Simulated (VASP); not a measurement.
# Re in VASP: notebook

The runs below take Re through single point, with PBE.

All numbers are computed with VASP 6.6.1; they aren't measurements. Logs are shortened: lines on timing, memory, paths and dates and some standing lists are left out, and cuts for length are marked.

### 1 The cell of the first run

The cell holds a slab with vacuum, 2 atoms: a = 2.768 Å, b = 3.915 Å, c = 17.384 Å, α = 90.00°, β = 90.00°, γ = 90.00°.

### 2 Single point, PBE

File INCAR:

```
  PREC = Accurate
  ENCUT = 520
  EDIFF = 1E-6
  ISMEAR = -1
  SIGMA = 0.08
  LREAL = F
  LASPH = T
  NELM = 60
  ALGO = Normal
  ISIF = 2
  LWAVE = F
  LCHARG = T
  LDIPOL = T
  IDIPOL = 3
  DIPOL = 0.5 0.5 0.500
  GGA = PE
  LELF = T
  LVHAR = T
  LVACPOTAV = T
  NBANDS = 14
```

File KPOINTS:

```
regular mesh
0
Gamma
  15 11 1
```

File POSCAR:

```
Re
1.0
    2.7683205747      0.0000000000      0.0000000000
    0.0000000000      3.9149965018      0.0000000000
    0.0000000000      0.0000000000     17.3842000000
Re
2
Direct
    0.2500000000      0.2500000000      0.4601891290
    0.7500000000      0.7500000000      0.5398108710
```

Potentials or basis: VASP PAW PBE potentials, release 64 (Re).

The run is started by

```bash
$ cat potpaw_PBE.64/Re/POTCAR > POTCAR
$ mpirun -np 1 vasp_std > vasp.out
```

OUTCAR:

```text
PREC = Accurate
   ENCUT = 520
   EDIFF = 1E-6
   ISMEAR = -1
   LREAL = F
   LASPH = T
   NELM = 60
   ISIF = 2
   GGA = PE

 ion  position               nearest neighbor table
   1  0.250  0.250  0.460-   2 2.77   2 2.77   2 2.77   2 2.77
   2  0.750  0.750  0.540-   1 2.77   1 2.77   1 2.77   1 2.77

  LATTYP: Found a simple orthorhombic cell.
 ALAT       =     2.7683205747
 B/A-ratio  =     1.4142135624
 C/A-ratio  =     6.2796917954

  Lattice vectors:

 A1 = (   2.7683205747,   0.0000000000,   0.0000000000)
 A2 = (   0.0000000000,   3.9149965018,   0.0000000000)
 A3 = (   0.0000000000,   0.0000000000,  17.3842000000)

Analysis of symmetry for initial positions (statically):
=====================================================================
 Subroutine PRICEL returns:
 Original cell was already a primitive cell.

 Routine SETGRP: Setting up the symmetry group for a
 simple orthorhombic supercell.

 Subroutine GETGRP returns: Found  8 space group operations
 (whereof  2 operations were pure point group operations)
 out of a pool of  8 trial point group operations.

The static configuration has the point symmetry S_2 .
 The point group associated with its full space group is D_2h.

Analysis of symmetry for dynamics (positions and initial velocities):
=====================================================================
 Subroutine PRICEL returns:
 Original cell was already a primitive cell.

 Routine SETGRP: Setting up the symmetry group for a
 simple orthorhombic supercell.

 Subroutine GETGRP returns: Found  8 space group operations
 (whereof  2 operations were pure point group operations)
 out of a pool of  8 trial point group operations.

The dynamic configuration has the point symmetry S_2 .
 The point group associated with its full space group is D_2h.

 Subroutine INISYM returns: Found  8 space group operations
 (whereof  2 operations are pure point group operations),
 and found     1 'primitive' translations

----------------------------------------------------------------------------------------

                                     Primitive cell

  volume of cell :     188.4094

  direct lattice vectors                    reciprocal lattice vectors
     2.768320575  0.000000000  0.000000000     0.361229841  0.000000000  0.000000000
     0.000000000  3.914996502  0.000000000     0.000000000  0.255428070  0.000000000
     0.000000000  0.000000000 17.384200000     0.000000000  0.000000000  0.057523498

  length of vectors
[... 96 lines left out ...]
   EFERMI =   0.00;   METHOD = LEGACY
   ISMEAR =    -1;   SIGMA  =   0.08  broadening in eV -4-tet -1-fermi 0-gaus
   EFERMI_NEDOS =   21; number of points for ismear=-14 and -15
   IALGO  =     38    algorithm
   IMIX   =      4    mixing-type and parameters
     AMIX     =   0.40;   BMIX     =  1.00
     AMIX_MAG =   1.60;   BMIX_MAG =  1.00
  volume/ion in A,a.u.               =      94.20       635.72
  Fermi-wavevector in a.u.,A,eV,Ry     =   0.688256  1.300615  6.445030  0.473696
  Thomas-Fermi vector in A             =   1.769004
   LORBIT       =      0    0 simple, 1 ext, 2 COOP (PROOUT), +10 PAW based schemes
   GGA     = PE    functional components
   LHFCALC =     F    Hartree Fock is set to
   AEXX    =    0.0000 exact exchange contribution
   IVDW    =     0    specifies the selected vdW correction
   LEPSILON=     F    determine dielectric tensor
   LRPA    =     F    only Hartree local field effects (RPA)
 non-spin polarized calculation
  energy-cutoff  :      520.00
  volume of cell :      188.41
 maximum number of plane-waves:      5112
 NGX is ok and might be reduce to    24
   NGX = 11   NGY = 15   NGZ = 65

 number of electron      14.0000001 magnetization

 dipolmoment           0.000000      0.000000     -0.000000 electrons x Angstroem

 Free energy of the ion-electron system (eV)
  ---------------------------------------------------
  ext. energy  EPLUGINS =         0.00000000
  ---------------------------------------------------
  free energy    TOTEN  =       -19.85191273 eV

  energy without entropy =      -19.78354942  energy(sigma->0) =      -19.81773108

 E-fermi :  -2.6422     XC(G=0):  -3.5556

 val. band max:       -2.6652038733   @ k =   0.0000   0.0909   0.0000
 cond. band min:      -2.6417765085   @ k =   0.0000   0.0000   0.0000
 fundamental gap:      0.0234273648
 Fermi energy:        -2.6421790176

 k-point     1 :       0.0000    0.0000    0.0000
  band No.  band energies     occupation
      1      -9.2698      2.00000
      2      -7.1686      2.00000
      3      -5.7967      2.00000
      4      -4.5910      2.00000
      5      -4.0781      2.00000
      6      -2.9939      1.97566
      7      -2.6418      0.99748
      8      -2.5301      0.39514
      9      -2.3842      0.07652
     10      -1.7343      0.00002
     11      -0.7017      0.00000
     12       0.3990      0.00000
     13       1.2286      0.00000
     14       2.1047      0.00000
[... 377 lines left out ...]
      1      -6.3040      2.00000
      2      -6.1986      2.00000
      3      -5.9538      2.00000
      4      -5.9521      2.00000
      5      -3.2593      1.99911
      6      -3.2097      1.99834
      7      -2.1303      0.00332
      8      -1.9173      0.00023
      9      -1.1378      0.00000
     10      -1.0468      0.00000
     11       1.6195      0.00000
     12       2.1902      0.00000
     13       3.8035      0.00000
     14       4.1545      0.00000

 [... further k-points ...]

------------------------ aborting loop because EDIFF is reached ----------------------------------------

  FORCE on cell =-STRESS in cart. coord.  units (eV):
  Direction    XX          YY          ZZ          XY          YZ          ZX
  --------------------------------------------------------------------------------------
  -------------------------------------------------------------------------------------
  Total      -10.4872157    -10.9333800     -4.9670588      0.0000000      0.0000000      0.0000000
  in kB      -89.1801741    -92.9742224    -42.2383959      0.0000000      0.0000000      0.0000000
  external PRESSURE =     -74.7975975 kB  Pullay stress =       0.0000000 kB

 VOLUME and BASIS-vectors are now :
 -----------------------------------------------------------------------------
  energy-cutoff  :      520.00
  volume of cell :      188.41
      direct lattice vectors                 reciprocal lattice vectors
     2.768320575  0.000000000  0.000000000     0.361229841  0.000000000  0.000000000
     0.000000000  3.914996502  0.000000000     0.000000000  0.255428070  0.000000000
     0.000000000  0.000000000 17.384200000     0.000000000  0.000000000  0.057523498

 POSITION                                       TOTAL-FORCE (eV/Angst)
 -----------------------------------------------------------------------------------
      0.69208      0.97875      8.00002         0.000000     -0.000000      3.569374
      2.07624      2.93625      9.38418         0.000000      0.000000     -3.569374
 -----------------------------------------------------------------------------------
    total drift:                               -0.000000     -0.000000      0.000000

  FREE ENERGIE OF THE ION-ELECTRON SYSTEM (eV)
  ---------------------------------------------------
  free  energy   TOTEN  =       -19.8519127336 eV

  energy  without entropy=      -19.7835494247  energy(sigma->0) =      -19.81773108

 vacuum level on the upper side and lower side of the slab         2.116         2.116
```

OSZICAR:

```text
N       E                     dE             d eps       ncg     rms          rms(c)
DAV:   1     0.472527691897E+02    0.47253E+02   -0.44448E+03  2294   0.772E+02
DAV:   2    -0.153301069613E+02   -0.62583E+02   -0.55206E+02  2502   0.227E+02
DAV:   3    -0.211152836855E+02   -0.57852E+01   -0.49989E+01  2640   0.611E+01
[... 13 lines left out ...]
DAV:  17    -0.198519054866E+02   -0.19724E-04   -0.12607E-06  1488   0.127E-02    0.165E-03
DAV:  18    -0.198519083280E+02   -0.28414E-05   -0.13228E-07  1532   0.713E-03    0.711E-04
DAV:  19    -0.198519101239E+02   -0.17959E-05   -0.81606E-08  1062   0.716E-03    0.144E-03
DAV:  20    -0.198519125598E+02   -0.24360E-05   -0.28851E-07  1226   0.654E-03    0.366E-04
DAV:  21    -0.198519127336E+02   -0.17381E-06   -0.63316E-08  1386   0.703E-03
   1 F= -.19851913E+02 E0= -.19817731E+02  d E =-.683633E-01
```

stdout:

```text
POSCAR found type information on POSCAR Re
 POSCAR found :  1 types and       2 ions
 scaLAPACK will be used
 LDA part: xc-table for (Slater+PW92), standard interpolation
 POSCAR, INCAR and KPOINTS ok, starting setup
 FFT: planning ... GRIDC
 FFT: planning ... GRID_SOFT
 FFT: planning ... GRID
 WAVECAR not read
 entering main loop
 -----------------------------------------------------------------------------
|                                                                             |
|           W    W    AA    RRRRR   N    N  II  N    N   GGGG   !!!           |
|           W    W   A  A   R    R  NN   N  II  NN   N  G    G  !!!           |
|           W    W  A    A  R    R  N N  N  II  N N  N  G       !!!           |
|           W WW W  AAAAAA  RRRRR   N  N N  II  N  N N  G  GGG   !            |
|           WW  WW  A    A  R   R   N   NN  II  N   NN  G    G                |
|           W    W  A    A  R    R  N    N  II  N    N   GGGG   !!!           |
|                                                                             |
|     Did not find any points to average over, which means that no vacuum     |
|     field-free region was found. Please increase the size of  your cell     |
|     in the dimension of the dipole correction to obtain accurate            |
|     workfunction values.                                                    |
|                                                                             |
 -----------------------------------------------------------------------------
```

It took 4.1 min on 1 thread of AMD EPYC 9755, shared host; peak memory 0.33 GiB.

Results:

```
Free energy            : -19.8519 eV
Largest force          : 3.569 eV/Å
Band gap on the k mesh : zero (bands 7 and 8 overlap by 1.08 eV)
```

Forces on the atoms (eV/Å):
```
Re   0.000  0.000  3.569
Re   0.000  0.000 -3.569
```

Caveat: spin-orbit coupling is left out, which moves the levels of the heavy elements.

### 3 Single point, PBE

File INCAR:

```
SYSTEM = Re
  PREC = Accurate
  ENCUT = 520
  EDIFF = 1E-7
  ISMEAR = -1
  SIGMA = 0.08
  LREAL = .False.
  LASPH = .True.
  NELM = 60
  ALGO = Normal
  ISIF = 2
  LWAVE = .False.
  LCHARG = .False.
  LDIPOL = .True.
  IDIPOL = 3
  DIPOL = 0.5 0.5 0.500
  GGA = PE
  NBANDS = 14
```

File KPOINTS:

```
Automatic mesh
0
Gamma
  15 11 1
  0 0 0
```

File POSCAR:

```
Re
1.0
    2.7683205747      0.0000000000      0.0000000000
    0.0000000000      3.9149965018      0.0000000000
    0.0000000000      0.0000000000     17.3842000000
Re
2
Direct
    0.2500000000      0.2500000000      0.4707734812
    0.7500000000      0.7500000000      0.5292265188
```

Potentials or basis: VASP PAW PBE potentials, release 64 (Re).

The run is started by

```bash
$ cat potpaw_PBE.64/Re/POTCAR > POTCAR
$ mpirun -np 1 vasp_std > vasp.out
```

Run time: 4.3 min. Hardware: 1 thread of AMD EPYC 9755, shared host; peak memory 0.32 GiB.

It converged, with:

- Free energy: -20.5211 eV
- Largest force: 0.091 eV/Å
- Band gap on the k mesh: zero (bands 7 and 8 overlap by 1.75 eV)

Forces on the atoms (eV/Å):
```
Re   0.000  0.000  0.091
Re   0.000  0.000 -0.091
```

Levels at points of the mesh, in eV from the Fermi level:
```csv
k point,band 3,band 4,band 5,band 6,band 7,band 8,band 9,band 10,band 11,band 12
"(0.00, 0.00, 0.00)",-2.53,-1.07,-1.06,-0.96,-0.63,0.07,0.30,1.31,1.64,4.21
```

Caveat: spin-orbit coupling is left out, which moves the levels of the heavy elements.

### 4 Single point, PBE

File INCAR:

```
PREC = Accurate
ENCUT = 520
EDIFF = 1E-6
ISMEAR = -1
SIGMA = 0.08
LREAL = False
LASPH = True
NELM = 80
ALGO = Normal
ISIF = 2
LWAVE = False
LCHARG = False
LDIPOL = True
IDIPOL = 3
DIPOL = 0.5 0.5 0.500
GGA = PE
NBANDS = 14
```

File KPOINTS:

```
Automatic mesh
0
Gamma
  15 11 1
```

POSCAR is that of step 3.

Potentials or basis: VASP PAW PBE potentials, release 64 (Re).

The run is started by

```bash
$ cat potpaw_PBE.64/Re/POTCAR > POTCAR
$ mpirun -np 1 vasp_std > vasp.out
```

OUTCAR:

```text
PREC = Accurate
   ENCUT = 520
   EDIFF = 1E-6
   ISMEAR = -1
   LREAL = False
   LASPH = True
   NELM = 80
   ISIF = 2
   GGA = PE

 ion  position               nearest neighbor table
   1  0.250  0.250  0.471-   2 2.60   2 2.60   2 2.60   2 2.60
   2  0.750  0.750  0.529-   1 2.60   1 2.60   1 2.60   1 2.60

  LATTYP: Found a simple orthorhombic cell.
 ALAT       =     2.7683205747
 B/A-ratio  =     1.4142135624
 C/A-ratio  =     6.2796917954

  Lattice vectors:

 A1 = (   2.7683205747,   0.0000000000,   0.0000000000)
 A2 = (   0.0000000000,   3.9149965018,   0.0000000000)
 A3 = (   0.0000000000,   0.0000000000,  17.3842000000)

Analysis of symmetry for initial positions (statically):
=====================================================================
 Subroutine PRICEL returns:
 Original cell was already a primitive cell.

 Routine SETGRP: Setting up the symmetry group for a
 simple orthorhombic supercell.

 Subroutine GETGRP returns: Found  8 space group operations
 (whereof  2 operations were pure point group operations)
 out of a pool of  8 trial point group operations.

[... 188 lines left out ...]
     12       1.4918      0.00000
     13       1.7245      0.00000
     14       2.1503      0.00000
[... 377 lines left out ...]
      1      -6.9175      2.00000
      2      -6.8345      2.00000
      3      -6.0356      2.00000
      4      -5.9411      2.00000
      5      -3.5343      1.99993
      6      -3.3173      1.99890
      7      -1.8162      0.00003
      8      -1.7070      0.00001
      9      -0.4580      0.00000
     10      -0.3526      0.00000
     11       2.1760      0.00000
     12       2.8874      0.00000
     13       3.8980      0.00000
     14       4.4315      0.00000

 [... further k-points ...]

------------------------ aborting loop because EDIFF is reached ----------------------------------------

 vacuum level on the upper side and lower side of the slab       (xc-potential included)        -0.104        -0.104

  FORCE on cell =-STRESS in cart. coord.  units (eV):
  Direction    XX          YY          ZZ          XY          YZ          ZX
  --------------------------------------------------------------------------------------
  -------------------------------------------------------------------------------------
  Total       -5.1965721     -6.2931493     -0.1151049     -0.0000000      0.0000000      0.0000000
  in kB      -44.1901088    -53.5150764     -0.9788178     -0.0000000      0.0000000      0.0000000
  external PRESSURE =     -32.8946677 kB  Pullay stress =       0.0000000 kB

 VOLUME and BASIS-vectors are now :
 -----------------------------------------------------------------------------
  energy-cutoff  :      520.00
  volume of cell :      188.41
      direct lattice vectors                 reciprocal lattice vectors
     2.768320575  0.000000000  0.000000000     0.361229841  0.000000000  0.000000000
     0.000000000  3.914996502  0.000000000     0.000000000  0.255428070  0.000000000
     0.000000000  0.000000000 17.384200000     0.000000000  0.000000000  0.057523498

 POSITION                                       TOTAL-FORCE (eV/Angst)
 -----------------------------------------------------------------------------------
      0.69208      0.97875      8.18402         0.000000      0.000000      0.091067
      2.07624      2.93625      9.20018        -0.000000     -0.000000     -0.091067
 -----------------------------------------------------------------------------------
    total drift:                                0.000000     -0.000000     -0.000000

  FREE ENERGIE OF THE ION-ELECTRON SYSTEM (eV)
  ---------------------------------------------------
  free  energy   TOTEN  =       -20.5211237103 eV

  energy  without entropy=      -20.4486968985  energy(sigma->0) =      -20.48491030

 vacuum level on the upper side and lower side of the slab         1.975         1.975
```

OSZICAR:

```text
N       E                     dE             d eps       ncg     rms          rms(c)
DAV:   1     0.504460975687E+02    0.50446E+02   -0.44691E+03  2318   0.772E+02
DAV:   2    -0.164097007691E+02   -0.66856E+02   -0.59296E+02  2550   0.229E+02
DAV:   3    -0.217907391182E+02   -0.53810E+01   -0.45337E+01  2524   0.591E+01
[... 14 lines left out ...]
DAV:  18    -0.205211182036E+02   -0.18464E-04   -0.17552E-06  1680   0.861E-03    0.116E-03
DAV:  19    -0.205211207945E+02   -0.25909E-05   -0.20986E-07  1492   0.732E-03    0.780E-04
DAV:  20    -0.205211224449E+02   -0.16504E-05   -0.13771E-07  1142   0.841E-03    0.866E-04
DAV:  21    -0.205211236413E+02   -0.11964E-05   -0.27836E-07  1206   0.591E-03    0.465E-04
DAV:  22    -0.205211237103E+02   -0.69002E-07   -0.82460E-08  1368   0.805E-03
   1 F= -.20521124E+02 E0= -.20484910E+02  d E =-.724268E-01
```

It took 3.3 min on 1 thread of AMD EPYC 9755, shared host; peak memory 0.33 GiB.

Results:

* Free energy: -20.5211 eV
* Largest force: 0.091 eV/Å
* Band gap on the k mesh: zero (bands 7 and 8 overlap by 1.75 eV)

Forces in eV/Å, atoms in the order of the input:
```
Re   0.000  0.000  0.091
Re   0.000  0.000 -0.091
```

Levels at points of the mesh, in eV from the Fermi level:
```
           k point  band 5  band 6  band 7  band 8  band 9  band 10
(0.00, 0.00, 0.00)   -1.06   -0.96   -0.63    0.07    0.30     1.31
```

Caveat: spin-orbit coupling is left out, which moves the levels of the heavy elements.

The gap in the log of VASP goes by the Fermi energy; the results here count the filled bands.